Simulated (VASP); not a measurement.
Input of a VASP 6.6.1 run:

The input INCAR:

```
SYSTEM = Ti
ALGO     = Fast           ! electronic algorithm
EDIFF    = 1E-6           ! SCF threshold, eV
ENCUT    = 520            ! plane-wave cutoff, eV
ISIF     = 2              ! what is computed and relaxed
ISMEAR   = 0              ! smearing method
LASPH    = .True.         ! aspherical terms in the spheres
LCHARG   = .False.        ! write CHGCAR
LREAL    = .False.        ! projectors in reciprocal space
LWAVE    = .False.        ! write WAVECAR
NBANDS   = 25             ! bands
NELM     = 60             ! most SCF steps
PREC     = Accurate       ! precision mode
SIGMA    = 0.15           ! smearing width, eV
```

File KPOINTS:

```
k-points
0
Gamma
  12 12 14
  0 0 0
```

Contents of POSCAR:

```
Ti
1.0
    4.4510581778      0.0000000000      0.0000000000
   -2.2255290889      3.8547294557      0.0000000000
    0.0000000000      0.0000000000      2.7704392760
Ti
3
Direct
   -0.0442591384      0.0000000000      0.0000000000
    0.3554629025      0.6666666667      0.4227559319
    0.6887962359      0.3333333333      0.5772440681
```

Potentials or basis: VASP PAW LDA potentials, release 64 (Ti_sv).

Run with:

```bash
$ cat potpaw_LDA.64/Ti_sv/POTCAR > POTCAR
$ mpirun -np 1 vasp_std > vasp.out
```

Predict the pressure.

2.1 GPa.

Estimate the band gap on the k mesh.

zero (bands 18 and 19 overlap by 0.43 eV).

What does it give for the largest force?

1.268 eV/Å.

Forces in eV/Å, atoms in the order of the input:
```
Ti   1.268  0.000  0.000
Ti  -0.634 -0.287  0.533
Ti  -0.634  0.287 -0.533
```

Caveat: the cell differs from its parent crystal (atoms displaced along several vibrational modes); forces of over 1 eV/Å act on the atoms, so gaps and moduli don't describe the material at rest.
